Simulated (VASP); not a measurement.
# BeS (F-43m) in VASP: notebook

The runs below take BeS through single point, with PBE, r2SCAN, HSE06.

Program: VASP 6.6.1. These are calculated values, not measurements. Logs are shortened: lines on timing, memory, paths and dates and some standing lists are left out, and cuts for length are marked.

### Step 1. The cell of the first run

Symmetry: F-43m, No. 216, cubic system. Conventional cell: a = 4.869 Å, b = 4.869 Å, c = 4.869 Å, α = 90.00°, β = 90.00°, γ = 90.00°. Be (site symmetry -43m) has 4 S at 2.11 Å within 2.8 Å. S (site symmetry -43m) has 4 Be at 2.11 Å within 2.8 Å.

### Step 2. Single point, PBE

Input file INCAR:

```
PREC = Accurate ; ENCUT = 520
EDIFF = 1E-7 ; ISMEAR = 0
SIGMA = 0.01 ; LREAL = F
LASPH = T ; NELM = 100
ALGO = Normal ; ISIF = 2
LWAVE = F ; LCHARG = T
GGA = PE ; LELF = T
LVHAR = T ; NBANDS = 11
```

Input file KPOINTS:

```
regular mesh
0
Gamma
  8 8 8
```

Input file POSCAR:

```
BeS
1.0
    0.0000000000      2.4343062304      2.4343062304
    2.4343062304      0.0000000000      2.4343062304
    2.4343062304      2.4343062304      0.0000000000
Be S
1 1
Direct
    0.0000000000      0.0000000000      0.0000000000
    0.2500000000      0.2500000000      0.2500000000
```

Potentials or basis: VASP PAW PBE potentials, release 64 (Be, S).

On the command line:

```bash
cat potpaw_PBE.64/Be/POTCAR potpaw_PBE.64/S/POTCAR > POTCAR
mpirun -np 1 vasp_std > vasp.out
```

OUTCAR:

```text
PREC = Accurate
   ENCUT = 520
   EDIFF = 1E-7
   ISMEAR = 0
   LREAL = F
   LASPH = T
   NELM = 100
   ISIF = 2
   GGA = PE

 ion  position               nearest neighbor table
   1  0.000  0.000  0.000-   2 2.11   2 2.11   2 2.11   2 2.11
   2  0.250  0.250  0.250-   1 2.11   1 2.11   1 2.11   1 2.11

  LATTYP: Found a face centered cubic cell.
 ALAT       =     4.8686124608

  Lattice vectors:

 A1 = (   0.0000000000,   2.4343062304,   2.4343062304)
 A2 = (   2.4343062304,   0.0000000000,   2.4343062304)
 A3 = (   2.4343062304,   2.4343062304,   0.0000000000)

Analysis of symmetry for initial positions (statically):
=====================================================================
 Subroutine PRICEL returns:
 Original cell was already a primitive cell.

 Routine SETGRP: Setting up the symmetry group for a
 face centered cubic supercell.

 Subroutine GETGRP returns: Found 24 space group operations
 (whereof 24 operations were pure point group operations)
 out of a pool of 48 trial point group operations.

The static configuration has the point symmetry T_d .

Analysis of symmetry for dynamics (positions and initial velocities):
=====================================================================
 Subroutine PRICEL returns:
 Original cell was already a primitive cell.

 Routine SETGRP: Setting up the symmetry group for a
 face centered cubic supercell.

 Subroutine GETGRP returns: Found 24 space group operations
 (whereof 24 operations were pure point group operations)
 out of a pool of 48 trial point group operations.

The dynamic configuration has the point symmetry T_d .

 Subroutine INISYM returns: Found 24 space group operations
 (whereof 24 operations are pure point group operations),
 and found     1 'primitive' translations

----------------------------------------------------------------------------------------

                                     Primitive cell

  volume of cell :      28.8507

  direct lattice vectors                    reciprocal lattice vectors
     0.000000000  2.434306230  2.434306230    -0.205397330  0.205397330  0.205397330
     2.434306230  0.000000000  2.434306230     0.205397330 -0.205397330  0.205397330
     2.434306230  2.434306230  0.000000000     0.205397330  0.205397330 -0.205397330

  length of vectors
     3.442628886  3.442628886  3.442628886     0.355758611  0.355758611  0.355758611

  position of ions in fractional coordinates (direct lattice)
     0.000000000  0.000000000  0.000000000
     0.250000000  0.250000000  0.250000000

  ion indices of the primitive-cell ions
   primitive index   ion index
                 1           1
                 2           2
[... 78 lines left out ...]
   ISIF   =      2    stress and relaxation
   ISYM   =      2    0-nonsym 1-usesym 2-fastsym
   POTIM  = 0.5000    time-step for ionic-motion
   TEBEG  =    0.0;   TEEND  =   0.0 temperature during run
   PSTRESS=    0.0 pullay stress
   NELECT =       8.0000    total number of electrons
   NUPDOWN=      -1.0000    fix difference up-down
   EMIN   =  10.00;   EMAX   =-10.00  energy-range for DOS
   EFERMI =   0.00;   METHOD = LEGACY
   ISMEAR =     0;   SIGMA  =   0.01  broadening in eV -4-tet -1-fermi 0-gaus
   EFERMI_NEDOS =   21; number of points for ismear=-14 and -15
   IALGO  =     38    algorithm
   IMIX   =      4    mixing-type and parameters
     AMIX     =   0.40;   BMIX     =  1.00
     AMIX_MAG =   1.60;   BMIX_MAG =  1.00
  volume/ion in A,a.u.               =      14.43        97.35
  Fermi-wavevector in a.u.,A,eV,Ry     =   1.067545  2.017368 15.505918  1.139653
  Thomas-Fermi vector in A             =   2.203165
   LORBIT       =      0    0 simple, 1 ext, 2 COOP (PROOUT), +10 PAW based schemes
   GGA     = PE    functional components
   LHFCALC =     F    Hartree Fock is set to
   AEXX    =    0.0000 exact exchange contribution
   IVDW    =     0    specifies the selected vdW correction
   LEPSILON=     F    determine dielectric tensor
   LRPA    =     F    only Hartree local field effects (RPA)
 non-spin polarized calculation
 Gauss-broadening in eV      SIGMA  =   0.01
  energy-cutoff  :      520.00
  volume of cell :       28.85
 maximum number of plane-waves:       791
 NGX is ok and might be reduce to    28
   NGX = 13   NGY = 13   NGZ = 13

 number of electron       7.9999999 magnetization

 Free energy of the ion-electron system (eV)
  ---------------------------------------------------
  ext. energy  EPLUGINS =         0.00000000
  ---------------------------------------------------
  free energy    TOTEN  =       -10.01312077 eV

  energy without entropy =      -10.01312077  energy(sigma->0) =      -10.01312077

 E-fermi :   4.1343     XC(G=0):  -9.6832

 val. band max:        4.0567727698   @ k =   0.0000   0.0000   0.0000
 cond. band min:       7.1930460490   @ k =   0.5000   0.5000   0.0000
 fundamental gap:      3.1362732792
 Fermi energy:         4.1342523319

 k-point     1 :       0.0000    0.0000    0.0000
  band No.  band energies     occupation
      1      -9.5593      2.00000
      2       4.0568      2.00000
      3       4.0568      2.00000
      4       4.0568      2.00000
      5       9.7309      0.00000
      6       9.7309      0.00000
      7       9.7309      0.00000
      8       9.8457      0.00000
      9      16.8479      0.00000
     10      16.8479      0.00000
     11      18.8399      0.00000
[... 309 lines left out ...]
 k-point    24 :      -0.3750    0.2500    0.1250
  band No.  band energies     occupation
      1      -7.7103      2.00000
      2      -1.1291      2.00000
      3       1.3174      2.00000
      4       2.2485      2.00000
      5      10.1615      0.00000
      6      10.6187      0.00000
      7      13.1414      0.00000
      8      14.5229      0.00000
      9      15.4654      0.00000
     10      19.3140      0.00000
     11      19.9466      0.00000

 [... further k-points ...]
[... 5 lines left out ...]
  --------------------------------------------------------------------------------------
  -------------------------------------------------------------------------------------
  Total        0.0798590      0.0798590      0.0798590      0.0000000     -0.0000000      0.0000000
  in kB        4.4348512      4.4348512      4.4348512      0.0000000     -0.0000000      0.0000000
  external PRESSURE =       4.4348512 kB  Pullay stress =       0.0000000 kB

 VOLUME and BASIS-vectors are now :
 -----------------------------------------------------------------------------
  energy-cutoff  :      520.00
  volume of cell :       28.85
      direct lattice vectors                 reciprocal lattice vectors
     0.000000000  2.434306230  2.434306230    -0.205397330  0.205397330  0.205397330
     2.434306230  0.000000000  2.434306230     0.205397330 -0.205397330  0.205397330
     2.434306230  2.434306230  0.000000000     0.205397330  0.205397330 -0.205397330

 POSITION                                       TOTAL-FORCE (eV/Angst)
 -----------------------------------------------------------------------------------
      0.00000      0.00000      0.00000         0.000000      0.000000      0.000000
      1.21715      1.21715      1.21715        -0.000000     -0.000000     -0.000000
 -----------------------------------------------------------------------------------
    total drift:                               -0.000000     -0.000000      0.000000

  FREE ENERGIE OF THE ION-ELECTRON SYSTEM (eV)
  ---------------------------------------------------
  free  energy   TOTEN  =       -10.0131207747 eV

  energy  without entropy=      -10.0131207747  energy(sigma->0) =      -10.01312077
```

It took 8.7 s on 1 thread of AMD EPYC 7R13 (Zen 3), shared host; peak memory 0.12 GiB.

Results:

| Property | Result |
| --- | --- |
| Free energy | -10.0131 eV |
| Pressure | 0.4 GPa |
| Band gap on the k mesh | 3.14 eV, indirect (least direct gap 5.67 eV) |

### Step 3. Single point, r2SCAN

POSCAR is that of step 2.

Input file INCAR.step1:

```
SYSTEM = BeS
PREC = Accurate
ENCUT = 520
ISMEAR = 0
SIGMA = 0.01
LREAL = .FALSE.
LASPH = .TRUE.
NELM = 60
NBANDS = 11
GGA = PE
ALGO = Normal
EDIFF = 1E-4
LWAVE = .TRUE.
LCHARG = .FALSE.
```

Input file INCAR.step2:

```
SYSTEM = BeS
PREC = Accurate
ENCUT = 520
EDIFF = 1E-6
ISMEAR = 0
SIGMA = 0.01
LREAL = .FALSE.
LASPH = .TRUE.
NELM = 60
ALGO = Normal
ISIF = 2
LWAVE = .FALSE.
LCHARG = .TRUE.
METAGGA = R2SCAN
LMIXTAU = .TRUE.
LELF = .TRUE.
LVHAR = .TRUE.
NBANDS = 11
ISTART = 1
```

Input file KPOINTS:

```
Automatic mesh
0
G
  8 8 8
  0 0 0
```

Potentials or basis: VASP PAW PBE potentials, release 64 (Be, S).

On the command line:

```bash
cat potpaw_PBE.64/Be/POTCAR potpaw_PBE.64/S/POTCAR > POTCAR
cp INCAR.step1 INCAR
mpirun -np 1 vasp_std > vasp.out
cp INCAR.step2 INCAR
mpirun -np 1 vasp_std > vasp.out
```

It took 35 s on 1 thread of AMD EPYC 7R13 (Zen 3), shared host; peak memory 0.13 GiB.

It converged, with:

| Quantity | Value |
| --- | --- |
| Free energy | -14.7865 eV |
| Pressure | 0.3 GPa |
| Band gap on the k mesh | 3.60 eV, indirect (least direct gap 6.26 eV) |

Levels at points of the mesh, in eV from the valence-band top:
```tsv
k point	band 2	band 3	band 4	band 5	band 6	band 7
(0.00, 0.00, 0.00)	0.00	0.00	0.00	6.26	6.26	6.26
(0.50, 0.00, 0.00)	-5.88	-1.04	-1.04	6.06	7.14	7.14
(0.50, 0.50, 0.00)	-5.13	-2.67	-2.67	3.60	5.39	13.77
```

Caveat: the PAW data sets were made with another functional, which shifts forces and pressure a little. r2SCAN opens gaps a little over a GGA but as a rule still falls short of measured ones.

### Step 4. Single point, HSE06

POSCAR is that of step 3.

Input file INCAR.step1:

```
PREC = Accurate
ENCUT = 520
EDIFF = 1E-5
ISMEAR = 0
SIGMA = 0.01
LREAL = False
LASPH = True
NELM = 100
ALGO = Normal
ISIF = 2
LWAVE = True
LCHARG = False
GGA = PE
NBANDS = 11
```

Input file INCAR.step2:

```
PREC = Accurate
ENCUT = 520
EDIFF = 1E-6
ISMEAR = 0
SIGMA = 0.01
LREAL = False
LASPH = True
NELM = 100
ALGO = Normal
ISIF = 2
LWAVE = False
LCHARG = False
GGA = PE
LHFCALC = True
HFSCREEN = 0.2079
PRECFOCK = Normal
ISTART = 1
NBANDS = 11
```

Input file KPOINTS:

```
Automatic mesh
0
Gamma
  6 6 6
```

On the command line:

```bash
cat potpaw_PBE.64/Be/POTCAR potpaw_PBE.64/S/POTCAR > POTCAR
cp INCAR.step1 INCAR
mpirun -np 1 vasp_std > vasp.out
cp INCAR.step2 INCAR
mpirun -np 1 vasp_std > vasp.out
```

Run time: 5.5 min. Hardware: 1 thread of Intel Xeon 6975P-C, shared host; peak memory 0.26 GiB.

The run converged. Its results:

* Free energy: -11.3875 eV
* Pressure: -1.1 GPa
* Band gap on the k mesh: 4.08 eV, indirect (least direct gap 6.87 eV)

Levels at points of the mesh, in eV from the valence-band top:
```
           k point  band 1  band 2  band 3  band 4  band 5  band 6  band 7  band 8  band 9
(0.00, 0.00, 0.00)  -15.00    0.00    0.00    0.00    6.87    6.87    6.87    6.96   14.25
(0.50, 0.00, 0.00)  -13.26   -6.28   -1.11   -1.11    6.56    7.77    7.77   12.50   16.53
(0.50, 0.50, 0.00)  -12.67   -5.48   -2.84   -2.84    4.08    5.97   14.42   14.42   17.09
```

Caveat: the PAW data sets were made with another functional, which shifts forces and pressure a little. A k mesh can miss the band edges.

### Step 5. Overview

| level | k mesh | grid for exact exchange (PRECFOCK) | screening parameter | gap on the mesh (eV) | pressure (GPa) |
| --- | --- | --- | --- | --- | --- |
| PBE | 8 × 8 × 8 | - | - | 3.14 | 0.4 |
| r2SCAN | 8 × 8 × 8 | - | - | 3.60 | 0.3 |
| HSE06 | 6 × 6 × 6 | Normal | 0.2079 1/Å | 4.08 | -1.1 |

Alike in all rows: task single point; potentials or basis VASP PAW PBE potentials, release 64 (Be, S); no spin polarisation; cell as given; cutoff (eV) 520; smearing gaussian 0.01 eV.

On the cell as given the gap runs from 3.14 eV (PBE) to 4.08 eV (HSE06); the meshes differ, which moves gaps too. The pressure there spans -1.1 GPa (HSE06) to 0.4 GPa (PBE); a positive pressure means that this level wants a larger cell, a negative one a smaller.

Caveats: the PAW data sets were made with another functional, which shifts forces and pressure a little (some runs).

Absolute energies hang on the potentials; compare differences alone.
